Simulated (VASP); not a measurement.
# LiSi2N2 (Pmmm) in VASP: a series of runs, part 2 of 2

VASP 6.6.1.

## Step 3: Single point, PBE

This run uses another cell than the first one, of 15.85 Å³/atom, 1.255 times its volume.

Input file INCAR:

```
SYSTEM = LiSi2N2
ALGO = Normal ; EDIFF = 1E-6
ENCUT = 520 ; GGA = PE
ISIF = 2 ; ISMEAR = 0
LASPH = .True. ; LCHARG = .True.
LELF = .True. ; LREAL = .False.
LVHAR = .True. ; LWAVE = .False.
NBANDS = 18 ; NELM = 80
PREC = Accurate ; SIGMA = 0.1
```

Input file KPOINTS:

```
k-points
0
Gamma
  6 4 4
  0 0 0
```

Input file POSCAR:

```
LiSi2N2
1.0
    2.5885197109      0.0000000000      0.0000000000
    0.0000000000      5.0242235108      0.0000000000
    0.0000000000      0.0000000000      6.0936093860
Li Si N
1 2 2
Direct
    0.0000000000      0.5000000000      0.5000000000
    0.0000000000      0.0000000000      0.7995607312
    0.0000000000      0.0000000000      0.2004392688
    0.0000000000      0.1345640052      0.5000000000
    0.0000000000      0.8654359948      0.5000000000
```

Potentials or basis: VASP PAW PBE potentials, release 64 (Li_sv, Si, N).

Started as:

```
$ cat potpaw_PBE.64/Li_sv/POTCAR potpaw_PBE.64/Si/POTCAR potpaw_PBE.64/N/POTCAR > POTCAR
$ mpirun -np 1 vasp_std > vasp.out
```

OUTCAR:

```text
SYSTEM = LiSi2N2
   EDIFF = 1E-6
   ENCUT = 520
   GGA = PE
   ISIF = 2
   ISMEAR = 0
   LASPH = .True.
   LREAL = .False.
   NELM = 80
   PREC = Accurate

 ion  position               nearest neighbor table
   1  0.000  0.500  0.500-   4 1.84   5 1.84
   2  0.000  0.000  0.800-   4 1.95   5 1.95   3 2.44
   3  0.000  0.000  0.200-   4 1.95   5 1.95   2 2.44
   4  0.000  0.135  0.500-   5 1.35   1 1.84   3 1.95   2 1.95
   5  0.000  0.865  0.500-   4 1.35   1 1.84   3 1.95   2 1.95

  LATTYP: Found a simple orthorhombic cell.
 ALAT       =     2.5885197109
 B/A-ratio  =     1.9409639763
 C/A-ratio  =     2.3540903940

  Lattice vectors:

 A1 = (   2.5885197109,   0.0000000000,   0.0000000000)
 A2 = (   0.0000000000,   5.0242235108,   0.0000000000)
 A3 = (   0.0000000000,   0.0000000000,   6.0936093860)

Analysis of symmetry for initial positions (statically):
=====================================================================
 Subroutine PRICEL returns:
 Original cell was already a primitive cell.

 Routine SETGRP: Setting up the symmetry group for a
 simple orthorhombic supercell.

 Subroutine GETGRP returns: Found  8 space group operations
 (whereof  8 operations were pure point group operations)
 out of a pool of  8 trial point group operations.

The static configuration has the point symmetry D_2h.

Analysis of symmetry for dynamics (positions and initial velocities):
=====================================================================
 Subroutine PRICEL returns:
 Original cell was already a primitive cell.

 Routine SETGRP: Setting up the symmetry group for a
 simple orthorhombic supercell.

 Subroutine GETGRP returns: Found  8 space group operations
 (whereof  8 operations were pure point group operations)
 out of a pool of  8 trial point group operations.

The dynamic configuration has the point symmetry D_2h.

[... 119 lines left out ...]
   ISMEAR =     0;   SIGMA  =   0.10  broadening in eV -4-tet -1-fermi 0-gaus
   EFERMI_NEDOS =   21; number of points for ismear=-14 and -15
   IALGO  =     38    algorithm
   IMIX   =      4    mixing-type and parameters
     AMIX     =   0.40;   BMIX     =  1.00
     AMIX_MAG =   1.60;   BMIX_MAG =  1.00
  volume/ion in A,a.u.               =      15.85       106.96
  Fermi-wavevector in a.u.,A,eV,Ry     =   1.051517  1.987079 15.043795  1.105688
  Thomas-Fermi vector in A             =   2.186563
   LORBIT       =      0    0 simple, 1 ext, 2 COOP (PROOUT), +10 PAW based schemes
   GGA     = PE    functional components
   LHFCALC =     F    Hartree Fock is set to
   AEXX    =    0.0000 exact exchange contribution
   IVDW    =     0    specifies the selected vdW correction
   LEPSILON=     F    determine dielectric tensor
   LRPA    =     F    only Hartree local field effects (RPA)
 non-spin polarized calculation
 Gauss-broadening in eV      SIGMA  =   0.10
  energy-cutoff  :      520.00
  volume of cell :       79.25
 maximum number of plane-waves:      2169
 NGX is ok and might be reduce to    20
   NGX =  9   NGY = 19   NGZ = 23

 number of electron      21.0000004 magnetization

 Free energy of the ion-electron system (eV)
  ---------------------------------------------------
  ext. energy  EPLUGINS =         0.00000000
  ---------------------------------------------------
  free energy    TOTEN  =       -26.91925491 eV

  energy without entropy =      -26.91587833  energy(sigma->0) =      -26.91756662

 E-fermi :   4.4858     XC(G=0):  -8.7022

 val. band max:        4.4690581137   @ k =   0.1667   0.5000   0.5000
 cond. band min:       4.5907825365   @ k =   0.3333   0.2500   0.0000
 fundamental gap:      0.1217244228
 Fermi energy:         4.4858468795

 k-point     1 :       0.0000    0.0000    0.0000
  band No.  band energies     occupation
      1     -42.8182      2.00000
      2     -18.0350      2.00000
      3      -8.3575      2.00000
      4      -7.2842      2.00000
      5      -5.6005      2.00000
      6      -2.7196      2.00000
[... 481 lines left out ...]
      5      -4.4252      2.00000
      6      -2.2258      2.00000
[... 10 lines left out ...]
     17      10.1808      0.00000
     18      10.2430      0.00000

 [... further k-points ...]
[... 5 lines left out ...]
  --------------------------------------------------------------------------------------
  -------------------------------------------------------------------------------------
  Total        0.0189209      0.2133244      0.0313601      0.0000000      0.0000000      0.0000000
  in kB        0.3825224      4.3127678      0.6340047      0.0000000      0.0000000      0.0000000
  external PRESSURE =       1.7764316 kB  Pullay stress =       0.0000000 kB

 VOLUME and BASIS-vectors are now :
 -----------------------------------------------------------------------------
  energy-cutoff  :      520.00
  volume of cell :       79.25
      direct lattice vectors                 reciprocal lattice vectors
     2.588519711  0.000000000  0.000000000     0.386321184  0.000000000  0.000000000
     0.000000000  5.024223511  0.000000000     0.000000000  0.199035731  0.000000000
     0.000000000  0.000000000  6.093609386     0.000000000  0.000000000  0.164106351

 POSITION                                       TOTAL-FORCE (eV/Angst)
 -----------------------------------------------------------------------------------
      0.00000      2.51211      3.04680         0.000000      0.000000      0.000000
      0.00000      0.00000      4.87221         0.000000      0.000000      0.023419
      0.00000      0.00000      1.22140         0.000000      0.000000     -0.023419
      0.00000      0.67608      3.04680         0.000000      0.085263     -0.000000
      0.00000      4.34814      3.04680        -0.000000     -0.085263      0.000000
 -----------------------------------------------------------------------------------
    total drift:                               -0.000000      0.000000      0.000000

  FREE ENERGIE OF THE ION-ELECTRON SYSTEM (eV)
  ---------------------------------------------------
  free  energy   TOTEN  =       -26.9192549106 eV

  energy  without entropy=      -26.9158783292  energy(sigma->0) =      -26.91756662
```

OSZICAR:

```text
N       E                     dE             d eps       ncg     rms          rms(c)
DAV:   1     0.958268989966E+02    0.95827E+02   -0.90288E+03  1296   0.104E+03
DAV:   2    -0.177116096221E+02   -0.11354E+03   -0.10907E+03  1674   0.217E+02
DAV:   3    -0.293867405697E+02   -0.11675E+02   -0.11530E+02  2244   0.645E+01
DAV:   4    -0.297179062418E+02   -0.33117E+00   -0.33068E+00  1844   0.913E+00
DAV:   5    -0.297321324005E+02   -0.14226E-01   -0.14224E-01  1944   0.148E+00    0.112E+01
DAV:   6    -0.274989622472E+02    0.22332E+01   -0.27193E+01  1600   0.216E+01    0.639E+00
DAV:   7    -0.269731218885E+02    0.52584E+00   -0.23767E+00  1584   0.873E+00    0.329E+00
DAV:   8    -0.269362941982E+02    0.36828E-01   -0.80492E-01  1562   0.510E+00    0.977E-01
DAV:   9    -0.269158592089E+02    0.20435E-01   -0.14098E-01  1620   0.227E+00    0.261E-01
DAV:  10    -0.269184409849E+02   -0.25818E-02   -0.15640E-02  1700   0.690E-01    0.194E-01
DAV:  11    -0.269190677184E+02   -0.62673E-03   -0.12276E-03  1554   0.205E-01    0.689E-02
DAV:  12    -0.269192161515E+02   -0.14843E-03   -0.53119E-04  1586   0.133E-01    0.207E-02
DAV:  13    -0.269192462108E+02   -0.30059E-04   -0.64705E-05  1670   0.471E-02    0.109E-02
DAV:  14    -0.269192546644E+02   -0.84536E-05   -0.17545E-05  1510   0.181E-02    0.471E-03
DAV:  15    -0.269192549106E+02   -0.24616E-06   -0.55566E-07  1472   0.459E-03
   1 F= -.26919255E+02 E0= -.26917567E+02  d E =-.337658E-02
```

stdout:

```text
POSCAR found type information on POSCAR LiSiN
 POSCAR found :  3 types and       5 ions
 scaLAPACK will be used
 LDA part: xc-table for (Slater+PW92), standard interpolation
 POSCAR, INCAR and KPOINTS ok, starting setup
 FFT: planning ... GRIDC
 FFT: planning ... GRID_SOFT
 FFT: planning ... GRID
 WAVECAR not read
 entering main loop
```

Wall time 26 s (1 thread of AMD EPYC 9R45 (Zen 5), shared host); peak memory 0.17 GiB.

Results:

```
Free energy   : -26.9193 eV
Largest force : 0.085 eV/Å
```

Forces in eV/Å, atoms in the order of the input:
```
Li   0.000  0.000  0.000
Si   0.000  0.000  0.023
Si   0.000  0.000 -0.023
N    0.000  0.085  0.000
N    0.000 -0.085  0.000
```

Levels at points of the mesh, in eV from the Fermi level:
```csv
k point,band 9,band 10,band 11,band 12,band 13,band 14
"(0.00, 0.00, 0.00)",-3.09,-1.55,0.23,1.79,1.86,2.62
"(0.50, 0.00, 0.00)",-2.73,-2.70,-2.27,1.53,1.95,2.97
"(0.00, 0.50, 0.00)",-3.01,-2.61,0.21,1.70,2.75,3.23
"(0.50, 0.50, 0.00)",-2.95,-2.94,-2.66,1.25,1.71,3.89
"(0.00, 0.00, 0.50)",-4.02,0.42,1.11,1.25,1.79,3.41
"(0.50, 0.00, 0.50)",-2.83,-2.25,-0.80,-0.80,3.05,3.22
"(0.00, 0.50, 0.50)",-4.00,-0.38,0.12,1.70,3.34,3.78
"(0.50, 0.50, 0.50)",-3.11,-2.93,-0.77,-0.76,2.55,3.48
```

Caveat: the k points lie up to 0.40 Å⁻¹ apart; the cutoff is under 1.25 times the usual one of these potentials, so pressure, stress and relaxed cells hold a basis-set (Pulay) error.

## Step 4: Relaxation of cell and atoms, PBE

Input file INCAR:

```
  ALGO = Normal
  EDIFF = 1E-6
  EDIFFG = -0.04
  ENCUT = 600
  GGA = PE
  IBRION = 2
  ISIF = 3
  ISMEAR = 0
  LASPH = T
  LCHARG = F
  LREAL = F
  LWAVE = F
  NELM = 60
  NSW = 90
  PREC = Accurate
  SIGMA = 0.1
```

Input file KPOINTS:

```
k-points
0
Gamma
  6 4 4
```

Input file POSCAR:

```
LiSi2N2
1.0
    2.9038137500      0.0000000000      0.0000000000
    0.0000000000      4.4776308100      0.0000000000
    0.0000000000      0.0000000000      4.8566685400
Li Si N
1 2 2
Direct
    0.0000000000      0.5000000000      0.5000000000
    0.0000000000      0.0000000000      0.8397741300
    0.0000000000      0.0000000000      0.1602258700
    0.0000000000      0.1203412400      0.5000000000
    0.0000000000      0.8796587600      0.5000000000
```

Started as:

```
$ cat potpaw_PBE.64/Li_sv/POTCAR potpaw_PBE.64/Si/POTCAR potpaw_PBE.64/N/POTCAR > POTCAR
$ mpirun -np 1 vasp_std > vasp.out
```

It took 8.7 min on 1 thread of AMD EPYC 9R45 (Zen 5), shared host; peak memory 0.18 GiB.

Results (log left out):

- Free energy: -29.4866 eV
- Relaxed volume: 18.25 Å³/atom
- Relaxed cell: a = 3.232 Å, b = 6.205 Å, c = 4.548 Å, α = 90.00°, β = 90.00°, γ = 90.00°
- Space group after relaxing (to 0.05 Å): Pmmm (No. 47)
- Energy gained by relaxing: 3317.6 meV/atom
- Ionic steps: 38
- Pressure after relaxing: 0.1 GPa
- Largest force after relaxing: 0.016 eV/Å

Forces on the atoms (eV/Å):
```
Li   0.000  0.000  0.000
Si   0.000  0.000  0.016
Si   0.000  0.000 -0.016
N    0.000 -0.001  0.000
N    0.000  0.001  0.000
```

Stress tensor (GPa, compression positive):
```
 0.15  0.00  0.00
 0.00 -0.08  0.00
 0.00  0.00  0.19
```

Step by step:
```
step  energy change (eV)  largest force (eV/Å)  pressure (GPa)  volume (Å³)
   1              0.0000               30.1046           94.16        63.15
   2            458.0958             1727.6676          348.83       146.88
   3             -3.6480               14.2834           90.01        66.13
   4              3.4209               10.8280           -9.15       163.88
   5              0.3519               12.5042           -8.15       141.97
   6             -1.6973               14.5793           -6.77       127.17
   7             -5.4926               21.7312            7.96        94.26
   8             -6.8025                3.9607          -21.28       151.37
   9            -12.0867                3.8898          -18.12       119.29
  10            -12.5884                3.8959          -16.68       114.45
  11            -12.8033                6.1975          -11.63       105.38
  12            -12.8953                4.9801          -13.76       108.43
  13            -15.3089                1.1330            5.41        88.80
  14            -15.3261                1.7809            2.98        90.02
  15            -15.3257                1.6068            3.64        89.68
  16            -15.5637                1.3881            3.07        91.54
  17            -15.5663                1.5906            3.01        91.81
  18            -15.6924                0.5895           -4.56        95.48
  19            -15.6933                0.4795           -4.01        95.16
  20            -15.8263                0.5567           -5.40        95.39
  21            -16.1506                1.6764           -7.92        95.74
  22            -13.9318               14.9170            2.31        94.86
  23            -16.2238                0.9545           -6.95        95.75
  24            -16.0573                4.1048           -6.10        95.56
  25            -16.2648                1.1013           -7.07        95.75
  26            -16.4619                0.7786           -2.96        93.28
  27            -16.4771                0.8610           -1.38        92.50
  28            -16.5213                0.7747           -0.91        92.10
  29            -16.5565                0.9767            0.25        91.28
  30            -16.5806                0.2245           -0.54        91.07
  31            -16.5808                0.1603           -0.60        91.05
  32            -16.5851                0.0683           -0.01        90.72
  33            -16.5858                0.0597            0.35        90.53
  34            -16.5868                0.0481            0.24        90.66
  35            -16.5871                0.1035            0.14        90.78
  36            -16.5876                0.0294            0.22        90.96
  37            -16.5876                0.0414            0.24        90.98
  38            -16.5880                0.0156            0.09        91.24
```

Final structure:
```
Li Si N
1.0
     3.23248    0.00000    0.00000
     0.00000    6.20542    0.00000
     0.00000    0.00000    4.54847
Li Si N
1 2 2
Direct
  0.00000 0.50000 0.50000
  0.00000 0.00000 0.74958
  0.00000 0.00000 0.25042
  0.00000 0.20795 0.50000
  0.00000 0.79205 0.50000
```

Levels at points of the mesh, in eV from the Fermi level:
```
           k point  band 9  band 10  band 11  band 12  band 13  band 14
(0.00, 0.00, 0.00)   -3.17    -1.25     0.06     2.05     2.13     3.55
(0.50, 0.00, 0.00)   -3.15    -2.98    -0.72     0.69     1.62     3.05
(0.00, 0.50, 0.00)   -3.10    -1.33    -0.27     2.25     2.74     3.99
(0.50, 0.50, 0.00)   -3.43    -2.60    -0.57     0.71     1.43     4.33
(0.00, 0.00, 0.50)   -3.00    -1.21    -0.46     2.31     2.69     2.70
(0.50, 0.00, 0.50)   -3.01    -3.00    -2.96     2.06     2.68     4.91
(0.00, 0.50, 0.50)   -2.96    -1.29    -0.40     2.13     2.71     4.03
(0.50, 0.50, 0.50)   -3.27    -2.94    -2.55     2.70     2.85     3.91
```

Caveat: the k points lie up to 0.35 Å⁻¹ apart in the final cell; the cutoff is under 1.25 times the usual one of these potentials, so pressure, stress and relaxed cells hold a basis-set (Pulay) error; the standard files for N, O and F lose accuracy on very short bonds; the volume moved by over 15 % at a fixed basis, so the end points are rough.

## Step 5: The runs side by side

```csv
task,cell,cutoff (eV),gap on the mesh (eV),largest force (eV/Å)
single point,"a = 2.904, b = 4.478, c = 4.857 Å, 5 atoms",520,none,30.23
single point,"a = 2.589, b = 5.024, c = 6.094 Å, 5 atoms",520,none,0.09
relaxation of cell and atoms,"relaxed from a = 2.904, b = 4.478, c = 4.857 Å, 5 atoms",600,none,0.02
```

Alike in all rows: level PBE; potentials or basis VASP PAW PBE potentials, release 64 (Li_sv, Si, N); no spin polarisation; k mesh 6 × 4 × 4; smearing gaussian 0.1 eV.

Caveats: all runs use coarse meshes; the cutoff is under 1.25 times the usual one of these potentials, so pressure, stress and relaxed cells hold a basis-set (Pulay) error; the standard files for N, O and F lose accuracy on very short bonds (some runs); forces of over 1 eV/Å act on the atoms, so gaps and moduli don't describe the material at rest (some runs); the volume moved by over 15 % at a fixed basis, so the end points are rough (some runs).

Total energies depend on the potentials used, so only differences within one code and one set of settings carry meaning.
